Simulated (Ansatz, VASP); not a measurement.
**Na in VASP and in Ansatz**

INCAR

```
SYSTEM = Na
ALGO     = Fast           ! electronic algorithm
EDIFF    = 1E-6           ! SCF threshold, eV
ENCUT    = 520            ! plane-wave cutoff, eV
GGA      = PS             ! functional
ISIF     = 2              ! what is computed and relaxed
ISMEAR   = 0              ! smearing method
LASPH    = .True.         ! aspherical terms in the spheres
LCHARG   = .False.        ! write CHGCAR
LREAL    = .False.        ! projectors in reciprocal space
LWAVE    = .False.        ! write WAVECAR
NBANDS   = 10             ! bands
NELM     = 100            ! most SCF steps
PREC     = Accurate       ! precision mode
SIGMA    = 0.15           ! smearing width, eV
```

The input KPOINTS:

```
k-points
0
Gamma
  16 16 16
  0 0 0
```

POSCAR

```
Na
1.0
   -2.1175000000      2.1175000000      2.2233750000
    2.1175000000     -2.1175000000      2.2233750000
    2.1175000000      2.1175000000     -2.2233750000
Na
1
Direct
    0.0000000000      0.0000000000      0.0000000000
```

Input for Ansatz:

```yaml
crystal:
  lattice:
    - [-2.1175, 2.1175, 2.223375]
    - [2.1175, -2.1175, 2.223375]
    - [2.1175, 2.1175, -2.223375]
  atoms:
    - { symbol: Na, position: [0.0, 0.0, 0.0] }
basis:
  ecutwfc: 420
kpoints:
  mp_grid: { grid: [16, 16, 16] }
hamiltonian:
  xc: pbesol
scf:
  occupations: { method: gaussian, width: 0.15 }
output:
  forces: true
  stress: true
  eigenvalues: true
```

Change from the starting cell: strain +0.000 along x and y, +0.050 along z, atoms carried along.

Alike in both runs: task single point; functional PBEsol; k mesh 16 × 16 × 16; occupations gaussian, width 0.15 eV; no spin polarisation.

|  | VASP | Ansatz |
| --- | --- | --- |
| version | VASP 6.6.1 | Ansatz 0.2.0 |
| potentials or method | VASP PAW PBE potentials, release 64 (Na_pv), cutoff 520 eV | scalar-relativistic, plane waves, PAW |
| valence electrons in the cell | 7 | 9 |

VASP gave:

```
gap on the k mesh at the Fermi level (eV) : none
pressure (GPa)                            : -0.5
```

**Question.** What did Ansatz give for the same quantities?

**Answer.** gap on the k mesh at the Fermi level (eV): none; pressure (GPa): -0.6.

VASP's potentials were made for PBE, not for PBEsol. A gap of «none» marks a metal or a gap that the smearing closes. The functional is the same, so the differences come from potentials, cutoffs and numerics. VASP's potentials hold 7 valence electrons a cell and Ansatz's 9, so a difference there can come from the potentials and not from the codes.
